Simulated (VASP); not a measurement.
# Hf (Fm-3m) in VASP: notebook

The runs below take Hf through single point, with LDA.

All numbers are computed with VASP 6.6.1; they aren't measurements. Logs are shortened: lines on timing, memory, paths and dates and some standing lists are left out, and cuts for length are marked.

## (1) The cell of the first run

Symmetry: Fm-3m, No. 225, cubic system. Conventional cell: a = 4.349 Å, b = 4.349 Å, c = 4.349 Å, α = 90.00°, β = 90.00°, γ = 90.00°. Hf (site symmetry m-3m) has 12 Hf at 3.08 Å within 4.0 Å.

## (2) Single point, LDA

INCAR

```
ALGO = Fast ; EDIFF = 1E-6
ENCUT = 520 ; GGA = CA
ISIF = 2 ; ISMEAR = -1
LASPH = True ; LCHARG = False
LREAL = False ; LWAVE = False
NBANDS = 11 ; NELM = 60
PREC = Accurate ; SIGMA = 0.05
```

KPOINTS

```
k-points
0
Gamma
  10 10 10
```

POSCAR

```
Hf
1.0
    0.0000000000      2.1746811613      2.1746811613
    2.1746811613      0.0000000000      2.1746811613
    2.1746811613      2.1746811613      0.0000000000
Hf
1
Direct
    0.0000000000      0.0000000000      0.0000000000
```

Potentials or basis: VASP PAW LDA potentials, release 64 (Hf_pv).

The run is started by

```
> cat potpaw_LDA.64/Hf_pv/POTCAR > POTCAR
> mpirun -np 1 vasp_std > vasp.out
```

OUTCAR:

```text
EDIFF = 1E-6
   ENCUT = 520
   GGA = CA
   ISIF = 2
   ISMEAR = -1
   LASPH = True
   LREAL = False
   NELM = 60
   PREC = Accurate

 ion  position               nearest neighbor table
   1  0.000  0.000  0.000-

  LATTYP: Found a face centered cubic cell.
 ALAT       =     4.3493623226

  Lattice vectors:

 A1 = (   0.0000000000,   2.1746811613,   2.1746811613)
 A2 = (   2.1746811613,   0.0000000000,   2.1746811613)
 A3 = (   2.1746811613,   2.1746811613,   0.0000000000)

Analysis of symmetry for initial positions (statically):
=====================================================================
 Subroutine PRICEL returns:
 Original cell was already a primitive cell.

 Routine SETGRP: Setting up the symmetry group for a
 face centered cubic supercell.

 Subroutine GETGRP returns: Found 48 space group operations
 (whereof 48 operations were pure point group operations)
 out of a pool of 48 trial point group operations.

The static configuration has the point symmetry O_h .

Analysis of symmetry for dynamics (positions and initial velocities):
=====================================================================
 Subroutine PRICEL returns:
 Original cell was already a primitive cell.

 Routine SETGRP: Setting up the symmetry group for a
 face centered cubic supercell.

 Subroutine GETGRP returns: Found 48 space group operations
 (whereof 48 operations were pure point group operations)
 out of a pool of 48 trial point group operations.

The dynamic configuration has the point symmetry O_h .

 Subroutine INISYM returns: Found 48 space group operations
 (whereof 48 operations are pure point group operations),
 and found     1 'primitive' translations

----------------------------------------------------------------------------------------

                                     Primitive cell

  volume of cell :      20.5692

  direct lattice vectors                    reciprocal lattice vectors
     0.000000000  2.174681161  2.174681161    -0.229918762  0.229918762  0.229918762
     2.174681161  0.000000000  2.174681161     0.229918762 -0.229918762  0.229918762
     2.174681161  2.174681161  0.000000000     0.229918762  0.229918762 -0.229918762

  length of vectors
     3.075463592  3.075463592  3.075463592     0.398230977  0.398230977  0.398230977

  position of ions in fractional coordinates (direct lattice)
     0.000000000  0.000000000  0.000000000

  ion indices of the primitive-cell ions
   primitive index   ion index
                 1           1

----------------------------------------------------------------------------------------

 KPOINTS: k-points

Automatic generation of k-mesh.
 Grid dimensions read from file:
 generate k-points for:   10   10   10

 Generating k-lattice:

  Cartesian coordinates                     Fractional coordinates (reciprocal lattice)
    -0.022991876  0.022991876  0.022991876     0.100000000  0.000000000  0.000000000
     0.022991876 -0.022991876  0.022991876     0.000000000  0.100000000  0.000000000
     0.022991876  0.022991876 -0.022991876     0.000000000  0.000000000  0.100000000

  Length of vectors
     0.039823098  0.039823098  0.039823098

  Shift w.r.t. Gamma in fractional coordinates (k-lattice)
     0.000000000  0.000000000  0.000000000

 Subroutine IBZKPT returns following result:
 ===========================================

 Found     47 irreducible k-points:

 Following reciprocal coordinates:
            Coordinates               Weight
  0.000000  0.000000  0.000000      1.000000
  0.100000  0.000000  0.000000      8.000000
  0.200000  0.000000  0.000000      8.000000
  0.300000  0.000000  0.000000      8.000000
  0.400000  0.000000  0.000000      8.000000
  0.500000  0.000000  0.000000      4.000000
[... 16 lines left out ...]
  0.300000  0.300000  0.000000      6.000000
  0.400000  0.300000  0.000000     24.000000
 [... further k-points ...]
   k-points           NKPTS =     47   k-points in BZ     NKDIM =     47   number of bands    NBANDS=     11
   number of dos      NEDOS =    301   number of ions     NIONS =      1
   total plane-waves  NPLWV =  13824
   dimension x,y,z NGX =    24 NGY =   24 NGZ =   24
   dimension x,y,z NGXF=    48 NGYF=   48 NGZF=   48
   ions per type =               1
   NGX,Y,Z   is equivalent  to a cutoff of  12.97, 12.97, 12.97 a.u.
   NGXF,Y,Z  is equivalent  to a cutoff of  25.95, 25.95, 25.95 a.u.
 SYSTEM =  unknown system
   PREC   = accura    normal or accurate (medium, high low for compatibility)
   ISTART =      0    job   : 0-new  1-cont  2-samecut
   ICHARG =      2    charge: 1-file 2-atom 10-const
   ISPIN  =      1    spin polarized calculation?
   LNONCOLLINEAR =      F non collinear calculations
   LSORBIT =      F    spin-orbit coupling
   LASPH  =      T    aspherical Exc in radial PAW
   ENCUT  =  520.0 eV  38.22 Ry    6.18 a.u.   5.72  5.72  5.72*2*pi/ulx,y,z
   NELM   =     60;   NELMIN=  2; NELMDL= -5     # of ELM steps
   EDIFF  = 0.1E-05   stopping-criterion for ELM
   LREAL  =      F    real-space projection
   EDIFFG = 0.1E-04   stopping-criterion for IOM
   NSW    =      0    number of steps for IOM
   IBRION =     -1    ionic relax: 0-MD 1-quasi-New 2-CG
   NFREE  =      0    steps in history (QN), initial steepest desc. (CG)
   ISIF   =      2    stress and relaxation
   ISYM   =      2    0-nonsym 1-usesym 2-fastsym
   POTIM  = 0.5000    time-step for ionic-motion
   TEBEG  =    0.0;   TEEND  =   0.0 temperature during run
   PSTRESS=    0.0 pullay stress
   NELECT =      10.0000    total number of electrons
   NUPDOWN=      -1.0000    fix difference up-down
   EMIN   =  10.00;   EMAX   =-10.00  energy-range for DOS
   EFERMI =   0.00;   METHOD = LEGACY
   ISMEAR =    -1;   SIGMA  =   0.05  broadening in eV -4-tet -1-fermi 0-gaus
   EFERMI_NEDOS =   21; number of points for ismear=-14 and -15
   IALGO  =     68    algorithm
   IMIX   =      4    mixing-type and parameters
     AMIX     =   0.40;   BMIX     =  1.00
     AMIX_MAG =   1.60;   BMIX_MAG =  1.00
  volume/ion in A,a.u.               =      20.57       138.81
  Fermi-wavevector in a.u.,A,eV,Ry     =   1.287269  2.432585 22.545683  1.657061
  Thomas-Fermi vector in A             =   2.419293
   LORBIT       =      0    0 simple, 1 ext, 2 COOP (PROOUT), +10 PAW based schemes
   GGA     = CA    functional components
   LHFCALC =     F    Hartree Fock is set to
   AEXX    =    0.0000 exact exchange contribution
   IVDW    =     0    specifies the selected vdW correction
   LEPSILON=     F    determine dielectric tensor
   LRPA    =     F    only Hartree local field effects (RPA)
 non-spin polarized calculation
 RMM-DIIS sequential band-by-band and
  energy-cutoff  :      520.00
  volume of cell :       20.57
 maximum number of plane-waves:       568
   NGX = 11   NGY = 11   NGZ = 11

 number of electron      10.0000001 magnetization

 Free energy of the ion-electron system (eV)
  ---------------------------------------------------
  ext. energy  EPLUGINS =         0.00000000
  ---------------------------------------------------
  free energy    TOTEN  =       -10.63874853 eV

  energy without entropy =      -10.62737520  energy(sigma->0) =      -10.63306186

 E-fermi :   5.2299     XC(G=0): -11.8590

 val. band max:        5.1742582063   @ k =  -0.2000   0.1000   0.0000
 cond. band min:       5.2400888540   @ k =   0.3000   0.0000   0.0000
 fundamental gap:      0.0658306477
 Fermi energy:         5.2299350777

 k-point     1 :       0.0000    0.0000    0.0000
  band No.  band energies     occupation
      1     -24.3319      2.00000
      2     -24.3319      2.00000
      3     -24.3319      2.00000
      4      -2.1970      2.00000
      5       6.5834      0.00000
      6       6.5834      0.00000
      7       6.5834      0.00000
      8       9.6465      0.00000
      9       9.6465      0.00000
     10      16.9289      0.00000
     11      17.6197      0.00000

 k-point     2 :       0.1000    0.0000    0.0000
  band No.  band energies     occupation
      1     -24.4451      2.00000
      2     -24.3459      2.00000
      3     -24.3459      2.00000
      4      -1.8128      2.00000
      5       6.2227      0.00000
      6       6.7589      0.00000
      7       6.7589      0.00000
      8       9.4577      0.00000
      9       9.4577      0.00000
     10      17.6189      0.00000
     11      17.7408      0.00000

 k-point     3 :       0.2000    0.0000    0.0000
  band No.  band energies     occupation
      1     -24.7321      2.00000
      2     -24.3822      2.00000
      3     -24.3822      2.00000
      4      -0.7906      2.00000
      5       5.5426      0.00384
      6       7.0094      0.00000
      7       7.0094      0.00000
      8       9.3636      0.00000
      9       9.3636      0.00000
     10      17.6049      0.00000
     11      17.8316      0.00000

 k-point     4 :       0.3000    0.0000    0.0000
  band No.  band energies     occupation
      1     -25.0699      2.00000
      2     -24.4266      2.00000
      3     -24.4266      2.00000
      4       0.4297      2.00000
      5       5.2401      0.89881
      6       6.8129      0.00000
      7       6.8129      0.00000
      8      10.1380      0.00000
      9      10.1380      0.00000
     10      16.4564      0.00000
     11      17.6222      0.00000
[... 239 lines left out ...]
 k-point    22 :      -0.2000    0.2000    0.0000
  band No.  band energies     occupation
      1     -25.0156      2.00000
      2     -24.6397      2.00000
      3     -24.4208      2.00000
      4       1.1447      2.00000
      5       4.8263      1.99938
      6       5.9947      0.00000
      7       7.8450      0.00000
      8       8.3598      0.00000
      9      11.9303      0.00000
     10      17.6023      0.00000
     11      18.3504      0.00000

 k-point    23 :       0.3000    0.3000    0.0000
  band No.  band energies     occupation
      1     -25.0335      2.00000
      2     -24.5908      2.00000
      3     -24.5908      2.00000
      4       1.2031      2.00000
      5       3.7353      2.00000
      6       6.3637      0.00000
      7       9.3046      0.00000
      8       9.3046      0.00000
      9      11.0799      0.00000
     10      17.6152      0.00000
     11      20.8914      0.00000

 k-point    24 :       0.4000    0.3000    0.0000
  band No.  band energies     occupation
      1     -25.1725      2.00000
      2     -24.6702      2.00000
      3     -24.6340      2.00000
      4       1.8029      2.00000
      5       3.4601      2.00000
      6       6.2238      0.00000
      7       9.5763      0.00000
      8      10.7270      0.00000
      9      11.8724      0.00000
     10      17.5812      0.00000
     11      18.0300      0.00000

 [... further k-points ...]
[... 5 lines left out ...]
  --------------------------------------------------------------------------------------
  -------------------------------------------------------------------------------------
  Total        0.1560452      0.1560452      0.1560452     -0.0000000     -0.0000000      0.0000000
  in kB       12.1546994     12.1546994     12.1546994     -0.0000000     -0.0000000      0.0000000
  external PRESSURE =      12.1546994 kB  Pullay stress =       0.0000000 kB

 VOLUME and BASIS-vectors are now :
 -----------------------------------------------------------------------------
  energy-cutoff  :      520.00
  volume of cell :       20.57
      direct lattice vectors                 reciprocal lattice vectors
     0.000000000  2.174681161  2.174681161    -0.229918762  0.229918762  0.229918762
     2.174681161  0.000000000  2.174681161     0.229918762 -0.229918762  0.229918762
     2.174681161  2.174681161  0.000000000     0.229918762  0.229918762 -0.229918762

 POSITION                                       TOTAL-FORCE (eV/Angst)
 -----------------------------------------------------------------------------------
      0.00000      0.00000      0.00000        -0.000000      0.000000     -0.000000
 -----------------------------------------------------------------------------------
    total drift:                                0.000000      0.000000      0.000000

  FREE ENERGIE OF THE ION-ELECTRON SYSTEM (eV)
  ---------------------------------------------------
  free  energy   TOTEN  =       -10.6387485256 eV

  energy  without entropy=      -10.6273752017  energy(sigma->0) =      -10.63306186
```

Run time: 4.4 s. Hardware: 1 thread of Intel Xeon 6975P-C (Granite Rapids), shared host; peak memory 0.13 GiB.

What came out:

```
Free energy            : -10.6387 eV
Pressure               : 1.2 GPa
Band gap on the k mesh : zero (band 5 reaches 6.58 eV, above the bottom of band 6 at 4.83 eV)
```

Caveat: spin-orbit coupling is left out, which moves the levels of the heavy elements.

## (3) Single point, LDA

This run uses another cell than the first one, of 21.01 Å³/atom, 1.021 times its volume.

INCAR

```
SYSTEM = Hf
ALGO = Fast
EDIFF = 1E-6
ENCUT = 520
GGA = CA
ISIF = 2
ISMEAR = -1
LASPH = .TRUE.
LCHARG = .FALSE.
LREAL = .FALSE.
LWAVE = .FALSE.
NBANDS = 11
NELM = 80
PREC = Accurate
SIGMA = 0.05
```

KPOINTS

```
k-points
0
G
  10 10 10
  0 0 0
```

POSCAR

```
Hf
1.0
    0.0000000000      2.1899963220      2.1899963220
    2.1899963220      0.0000000000      2.1899963220
    2.1899963220      2.1899963220      0.0000000000
Hf
1
Direct
    0.0000000000      0.0000000000      0.0000000000
```

Potentials or basis: VASP PAW LDA potentials, release 64 (Hf_pv).

The run is started by

```
> cat potpaw_LDA.64/Hf_pv/POTCAR > POTCAR
> mpirun -np 1 vasp_std > vasp.out
```

Wall time 4.5 s (1 thread of Intel Xeon 6975P-C (Granite Rapids), shared host); peak memory 0.13 GiB.

The run converged. Its results:

* Free energy: -10.6386 eV
* Pressure: -1.3 GPa
* Band gap on the k mesh: zero (band 5 reaches 6.42 eV, above the bottom of band 6 at 4.67 eV)

Levels at points of the mesh, in eV from the Fermi level:
| k point | band 3 | band 4 | band 5 | band 6 | band 7 | band 8 |
| --- | --- | --- | --- | --- | --- | --- |
| (0.00, 0.00, 0.00) | -29.64 | -7.36 | 1.35 | 1.35 | 1.35 | 4.33 |
| (0.50, 0.00, 0.00) | -29.77 | -3.82 | 0.95 | 1.09 | 1.09 | 6.66 |
| (0.50, 0.50, 0.00) | -30.00 | -3.54 | -2.40 | 3.01 | 6.65 | 7.36 |

Caveat: spin-orbit coupling is left out, which moves the levels of the heavy elements.

(Part 1 of 2 ends here.)
